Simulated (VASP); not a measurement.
# C (Fd-3m) in VASP: settings compared

The runs below take C through single point, with HSE06, r2SCAN.

Everything below comes from runs of VASP 6.6.1. Logs are shortened: lines on timing, memory, paths and dates and some standing lists are left out, and cuts for length are marked.

**1. The cell of the first run**

Symmetry: Fd-3m, No. 227, cubic system. The conventional cell has a = 3.525 Å, b = 3.525 Å, c = 3.525 Å, α = 90.00°, β = 90.00°, γ = 90.00°. C (site symmetry -43m) has 4 C at 1.53 Å within 2.0 Å.

**2. Single point, HSE06 (strain -1.0%)**

File POSCAR:

```
C
1.0
    0.0000000000      1.7623229011      1.7623229011
    1.7623229011      0.0000000000      1.7623229011
    1.7623229011      1.7623229011      0.0000000000
C
2
Direct
    0.0000000000      0.0000000000      0.0000000000
    0.2500000000      0.2500000000      0.2500000000
```

File INCAR.step1:

```
PREC = Accurate ; ENCUT = 520
EDIFF = 1E-5 ; ISMEAR = 0
SIGMA = 0.01 ; LREAL = False
LASPH = True ; NELM = 60
ALGO = Normal ; ISIF = 2
LWAVE = True ; LCHARG = False
GGA = PE ; NBANDS = 11
```

File INCAR.step2:

```
PREC = Accurate ; ENCUT = 520
EDIFF = 1E-7 ; ISMEAR = 0
SIGMA = 0.01 ; LREAL = False
LASPH = True ; NELM = 60
ALGO = Normal ; ISIF = 2
LWAVE = False ; LCHARG = False
GGA = PE ; LHFCALC = True
HFSCREEN = 0.2079 ; PRECFOCK = Normal
ISTART = 1 ; NBANDS = 11
```

File KPOINTS:

```
regular mesh
0
Gamma
  8 8 8
```

Potentials or basis: VASP PAW PBE potentials, release 64 (C).

The run is started by

```bash
cat potpaw_PBE.64/C/POTCAR > POTCAR
cp INCAR.step1 INCAR
mpirun -np 1 vasp_std > vasp.out
cp INCAR.step2 INCAR
mpirun -np 1 vasp_std > vasp.out
```

OUTCAR:

```text
PREC = Accurate
   ENCUT = 520
   EDIFF = 1E-7
   ISMEAR = 0
   LREAL = False
   LASPH = True
   NELM = 60
   ISIF = 2
   GGA = PE
   LHFCALC = True
   HFSCREEN = 0.2079
   PRECFOCK = Normal
   ISTART = 1

 ion  position               nearest neighbor table
   1  0.000  0.000  0.000-   2 1.53   2 1.53   2 1.53   2 1.53
   2  0.250  0.250  0.250-   1 1.53   1 1.53   1 1.53   1 1.53

  LATTYP: Found a face centered cubic cell.
 ALAT       =     3.5246458022

  Lattice vectors:

 A1 = (   0.0000000000,   1.7623229011,   1.7623229011)
 A2 = (   1.7623229011,   0.0000000000,   1.7623229011)
 A3 = (   1.7623229011,   1.7623229011,   0.0000000000)

Analysis of symmetry for initial positions (statically):
=====================================================================
 Subroutine PRICEL returns:
 Original cell was already a primitive cell.

 Routine SETGRP: Setting up the symmetry group for a
 face centered cubic supercell.

 Subroutine GETGRP returns: Found 48 space group operations
 (whereof 24 operations were pure point group operations)
 out of a pool of 48 trial point group operations.

The static configuration has the point symmetry T_d .
 The point group associated with its full space group is O_h .

Analysis of symmetry for dynamics (positions and initial velocities):
=====================================================================
 Subroutine PRICEL returns:
 Original cell was already a primitive cell.

 Routine SETGRP: Setting up the symmetry group for a
 face centered cubic supercell.

 Subroutine GETGRP returns: Found 48 space group operations
 (whereof 24 operations were pure point group operations)
 out of a pool of 48 trial point group operations.

The dynamic configuration has the point symmetry T_d .
 The point group associated with its full space group is O_h .

 Subroutine INISYM returns: Found 48 space group operations
 (whereof 24 operations are pure point group operations),
 and found     1 'primitive' translations

----------------------------------------------------------------------------------------

                                     Primitive cell

  volume of cell :      10.9468

  direct lattice vectors                    reciprocal lattice vectors
     0.000000000  1.762322901  1.762322901    -0.283716452  0.283716452  0.283716452
     1.762322901  0.000000000  1.762322901     0.283716452 -0.283716452  0.283716452
     1.762322901  1.762322901  0.000000000     0.283716452  0.283716452 -0.283716452

  length of vectors
     2.492300948  2.492300948  2.492300948     0.491411309  0.491411309  0.491411309

  position of ions in fractional coordinates (direct lattice)
     0.000000000  0.000000000  0.000000000
     0.250000000  0.250000000  0.250000000

  ion indices of the primitive-cell ions
   primitive index   ion index
                 1           1
                 2           2

----------------------------------------------------------------------------------------

 KPOINTS: regular mesh

Automatic generation of k-mesh.
 Grid dimensions read from file:
 generate k-points for:    8    8    8

 Generating k-lattice:

  Cartesian coordinates                     Fractional coordinates (reciprocal lattice)
    -0.035464556  0.035464556  0.035464556     0.125000000  0.000000000  0.000000000
     0.035464556 -0.035464556  0.035464556     0.000000000  0.125000000  0.000000000
     0.035464556  0.035464556 -0.035464556     0.000000000  0.000000000  0.125000000

  Length of vectors
     0.061426414  0.061426414  0.061426414

  Shift w.r.t. Gamma in fractional coordinates (k-lattice)
     0.000000000  0.000000000  0.000000000

 Subroutine IBZKPT returns following result:
 ===========================================

 Found     29 irreducible k-points:

 Following reciprocal coordinates:
            Coordinates               Weight
  0.000000  0.000000  0.000000      1.000000
  0.125000  0.000000  0.000000      8.000000
  0.250000  0.000000  0.000000      8.000000
  0.375000  0.000000  0.000000      8.000000
  0.500000  0.000000  0.000000      4.000000
  0.125000  0.125000  0.000000      6.000000
[... 16 lines left out ...]
  0.500000  0.250000  0.125000     48.000000
 -0.375000  0.250000  0.125000     24.000000
 [... further k-points ...]
   k-points           NKPTS =     29   k-points in BZ     NKDIM =    512   number of bands    NBANDS=     11
   number of dos      NEDOS =    301   number of ions     NIONS =      2
   total plane-waves  NPLWV =   8000
   dimension x,y,z NGX =    20 NGY =   20 NGZ =   20
   dimension x,y,z NGXF=    40 NGYF=   40 NGZF=   40
   ions per type =               2
   NGX,Y,Z   is equivalent  to a cutoff of  13.34, 13.34, 13.34 a.u.
   NGXF,Y,Z  is equivalent  to a cutoff of  26.68, 26.68, 26.68 a.u.
 SYSTEM =  unknown system
   PREC   = accura    normal or accurate (medium, high low for compatibility)
   ISTART =      1    job   : 0-new  1-cont  2-samecut
   ICHARG =      0    charge: 1-file 2-atom 10-const
   ISPIN  =      1    spin polarized calculation?
   LNONCOLLINEAR =      F non collinear calculations
   LSORBIT =      F    spin-orbit coupling
   LASPH  =      T    aspherical Exc in radial PAW
   ENCUT  =  520.0 eV  38.22 Ry    6.18 a.u.   4.63  4.63  4.63*2*pi/ulx,y,z
   NELM   =     60;   NELMIN=  2; NELMDL=  0     # of ELM steps
   EDIFF  = 0.1E-06   stopping-criterion for ELM
   LREAL  =      F    real-space projection
   EDIFFG = 0.1E-05   stopping-criterion for IOM
   NSW    =      0    number of steps for IOM
   IBRION =     -1    ionic relax: 0-MD 1-quasi-New 2-CG
   NFREE  =      0    steps in history (QN), initial steepest desc. (CG)
   ISIF   =      2    stress and relaxation
   ISYM   =      3    0-nonsym 1-usesym 2-fastsym
   POTIM  = 0.5000    time-step for ionic-motion
   TEBEG  =    0.0;   TEEND  =   0.0 temperature during run
   PSTRESS=    0.0 pullay stress
   NELECT =       8.0000    total number of electrons
   NUPDOWN=      -1.0000    fix difference up-down
   EMIN   =  10.00;   EMAX   =-10.00  energy-range for DOS
   EFERMI =   0.00;   METHOD = LEGACY
   ISMEAR =     0;   SIGMA  =   0.01  broadening in eV -4-tet -1-fermi 0-gaus
   EFERMI_NEDOS =   21; number of points for ismear=-14 and -15
   IALGO  =     38    algorithm
   IMIX   =      1    mixing-type and parameters
     AMIX     =   0.40;   BMIX     =  1.00
     AMIX_MAG =   1.60;   BMIX_MAG =  1.00
  volume/ion in A,a.u.               =       5.47        36.94
  Fermi-wavevector in a.u.,A,eV,Ry     =   1.474606  2.786601 29.585365  2.174463
  Thomas-Fermi vector in A             =   2.589357
   LORBIT       =      0    0 simple, 1 ext, 2 COOP (PROOUT), +10 PAW based schemes
   GGA     = PE    functional components
   LHFCALC =     T    Hartree Fock is set to
   PRECFOCK=normal    Normal, Fast or Accurate (Low or Medium for compatibility)
   ENCUT4O =  -1.0   cutoff for four orbital integrals eV
   NKREDX  =     1    reduce k-point grid by
   NKREDY  =     1    reduce k-point grid by
   NKREDZ  =     1    reduce k-point grid by
   AEXX    =    0.2500 exact exchange contribution
   HFSCREEN=    0.2079 screening length (either q_TF or 0.3 A-1)
   HFSCREENC=   0.2079 screening length for correlation (either q_TF or 0.3 A-1)
   ENCUTFOCK=  -1.0 apply spherical cutoff to Coloumb kernel
   IVDW    =     0    specifies the selected vdW correction
   LEPSILON=     F    determine dielectric tensor
   LRPA    =     F    only Hartree local field effects (RPA)
 non-spin polarized calculation
 Gauss-broadening in eV      SIGMA  =   0.01
  energy-cutoff  :      520.00
  volume of cell :       10.95
 maximum number of plane-waves:       304
  NGX = 14; NGY = 14; NGZ = 14

 number of electron       7.9999999 magnetization

 Free energy of the ion-electron system (eV)
  ---------------------------------------------------
  ext. energy  EPLUGINS =         0.00000000
  ---------------------------------------------------
  free energy    TOTEN  =       -21.04559817 eV

  energy without entropy =      -21.04559817  energy(sigma->0) =      -21.04559817

 E-fermi :   9.8097     XC(G=0): -10.9605

 val. band max:        9.6292093127   @ k =   0.0000   0.0000   0.0000
 cond. band min:      14.9958065770   @ k =   0.3750   0.3750   0.0000
 fundamental gap:      5.3665972643
 Fermi energy:         9.8097450851

 k-point     1 :       0.0000    0.0000    0.0000
  band No.  band energies     occupation
      1     -14.4153      2.00000
      2       9.6292      2.00000
      3       9.6292      2.00000
      4       9.6292      2.00000
      5      16.7086      0.00000
      6      16.7086      0.00000
      7      16.7086      0.00000
      8      25.7547      0.00000
      9      30.9637      0.00000
     10      38.3460      0.00000
     11      38.3460      0.00000

 k-point     2 :       0.1250    0.0000    0.0000
  band No.  band energies     occupation
      1     -13.9366      2.00000
      2       6.9513      2.00000
      3       8.9088      2.00000
      4       8.9088      2.00000
      5      17.6633      0.00000
      6      17.6633      0.00000
      7      18.1198      0.00000
      8      26.0863      0.00000
      9      31.7111      0.00000
     10      35.0713      0.00000
     11      35.0713      0.00000

 k-point     3 :       0.2500    0.0000    0.0000
  band No.  band energies     occupation
      1     -12.5130      2.00000
      2       2.2341      2.00000
      3       7.6723      2.00000
      4       7.6723      2.00000
      5      19.1513      0.00000
      6      19.1513      0.00000
      7      19.6021      0.00000
      8      26.8827      0.00000
      9      32.6110      0.00000
     10      33.9765      0.00000
     11      33.9765      0.00000

 k-point     4 :       0.3750    0.0000    0.0000
  band No.  band energies     occupation
      1     -10.2145      2.00000
      2      -2.3699      2.00000
      3       6.7780      2.00000
      4       6.7780      2.00000
      5      19.7562      0.00000
      6      19.7563      0.00000
      7      20.2873      0.00000
      8      27.4618      0.00000
      9      33.2467      0.00000
     10      35.8763      0.00000
     11      35.8763      0.00000

 k-point     5 :       0.5000    0.0000    0.0000
  band No.  band energies     occupation
      1      -7.9812      2.00000
      2      -5.4098      2.00000
      3       6.4658      2.00000
      4       6.4658      2.00000
      5      19.8037      0.00000
      6      19.8037      0.00000
      7      20.4812      0.00000
      8      27.5603      0.00000
      9      34.0958      0.00000
     10      36.7016      0.00000
     11      38.1302      0.00000
[... 211 lines left out ...]
 k-point    21 :       0.5000    0.5000    0.0000
  band No.  band energies     occupation
      1      -4.7106      2.00000
      2      -4.7106      2.00000
      3       2.5257      2.00000
      4       2.5257      2.00000
      5      15.6179      0.00000
      6      15.6179      0.00000
      7      29.4248      0.00000
      8      29.4248      0.00000
      9      35.8779      0.00000
     10      35.8779      0.00000
     11      44.5578      0.00000

 k-point    22 :       0.3750    0.2500    0.1250
  band No.  band energies     occupation
      1     -11.2623      2.00000
      2       2.3171      2.00000
      3       3.4615      2.00000
      4       6.3858      2.00000
      5      17.7654      0.00000
      6      21.5905      0.00000
      7      23.3978      0.00000
      8      23.4013      0.00000
      9      32.8494      0.00000
     10      33.6926      0.00000
     11      37.7442      0.00000

 k-point    23 :       0.5000    0.2500    0.1250
  band No.  band energies     occupation
      1      -9.0053      2.00000
      2      -1.4371      2.00000
      3       2.5776      2.00000
      4       5.0341      2.00000
      5      19.2369      0.00000
      6      21.0939      0.00000
      7      24.3703      0.00000
      8      25.2492      0.00000
      9      32.2138      0.00000
     10      34.6296      0.00000
     11      38.4264      0.00000

 k-point    24 :      -0.3750    0.2500    0.1250
  band No.  band energies     occupation
      1      -6.8525      2.00000
      2      -4.2735      2.00000
      3       2.5363      2.00000
      4       4.3479      2.00000
      5      19.4753      0.00000
      6      21.0004      0.00000
      7      25.2043      0.00000
      8      27.0499      0.00000
      9      29.9848      0.00000
     10      36.6102      0.00000
     11      38.5082      0.00000

 [... further k-points ...]

------------------------ aborting loop because EDIFF is reached ----------------------------------------

  FORCE on cell =-STRESS in cart. coord.  units (eV):
  Direction    XX          YY          ZZ          XY          YZ          ZX
  --------------------------------------------------------------------------------------
  -------------------------------------------------------------------------------------
  Total        0.6557255      0.6557255      0.6557255      0.0000000      0.0000000      0.0000000
  in kB       95.9723705     95.9723705     95.9723705      0.0000000      0.0000000      0.0000000
  external PRESSURE =      95.9723705 kB  Pullay stress =       0.0000000 kB

 VOLUME and BASIS-vectors are now :
 -----------------------------------------------------------------------------
  energy-cutoff  :      520.00
  volume of cell :       10.95
      direct lattice vectors                 reciprocal lattice vectors
     0.000000000  1.762322901  1.762322901    -0.283716452  0.283716452  0.283716452
     1.762322901  0.000000000  1.762322901     0.283716452 -0.283716452  0.283716452
     1.762322901  1.762322901  0.000000000     0.283716452  0.283716452 -0.283716452

 POSITION                                       TOTAL-FORCE (eV/Angst)
 -----------------------------------------------------------------------------------
      0.00000      0.00000      0.00000        -0.000000     -0.000000     -0.000000
      0.88116      0.88116      0.88116         0.000000      0.000000      0.000000
 -----------------------------------------------------------------------------------
    total drift:                                0.000000     -0.000000      0.000000

  FREE ENERGIE OF THE ION-ELECTRON SYSTEM (eV)
  ---------------------------------------------------
  free  energy   TOTEN  =       -21.0455981702 eV

  energy  without entropy=      -21.0455981702  energy(sigma->0) =      -21.04559817
```

It took 9.6 min on 1 thread of Intel Xeon Platinum 8375C at 2.90GHz (Ice Lake), shared host; peak memory 0.22 GiB.

Results:

```
Free energy            : -21.0456 eV
Pressure               : 9.6 GPa
Band gap on the k mesh : 5.37 eV, indirect (least direct gap 7.08 eV)
```

Caveat: the cell differs from its parent crystal (strain -1.0%); the PAW data sets were made with another functional, which shifts forces and pressure a little. A k mesh can miss the band edges.

[end of part 1 of 3]
